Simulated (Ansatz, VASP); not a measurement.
# Two plane-wave programs on MnBiW2N

```xyz
5
Lattice="2.9907 0.0000 0.0000 0.0000 2.9907 0.0000 0.0000 0.0000 9.1958" Properties=species:S:1:pos:R:3 pbc="T T T"
Mn    0.0000    0.0000    5.0746
Bi    0.0000    0.0000    8.7881
W     1.4953    1.4953    6.4843
W     1.4953    1.4953    3.3709
N     0.0000    0.0000    3.1386
```

Alike in both runs: functional PBE; k mesh 10 × 10 × 4; occupations gaussian, width 0.1 eV; no spin polarisation.

Ansatz relaxed the structure, and its values are those at the end. VASP's run is a single point on that final structure, the one shown.

```csv
,VASP,Ansatz
version,VASP 6.6.1,Ansatz 0.2.0
potentials or method,"VASP PAW PBE potentials, release 64 (Mn_pv, Bi_d, W_sv, N), cutoff 520 eV","scalar-relativistic, plane waves, PAW"
valence electrons in the cell,61,63
```

```csv
,VASP,Ansatz,Ansatz less VASP
gap on the k mesh at the Fermi level (eV),none,none,-
pressure (GPa),0.3,0.0,-0.31
rms of the force components (eV/Å),0.024,0.001,-0.0232
```

A gap of «none» marks a metal or a gap that the smearing closes. VASP's potentials hold 61 valence electrons a cell and Ansatz's 63, so a difference there can come from the potentials and not from the codes.

Neither program's run includes spin-orbit coupling.
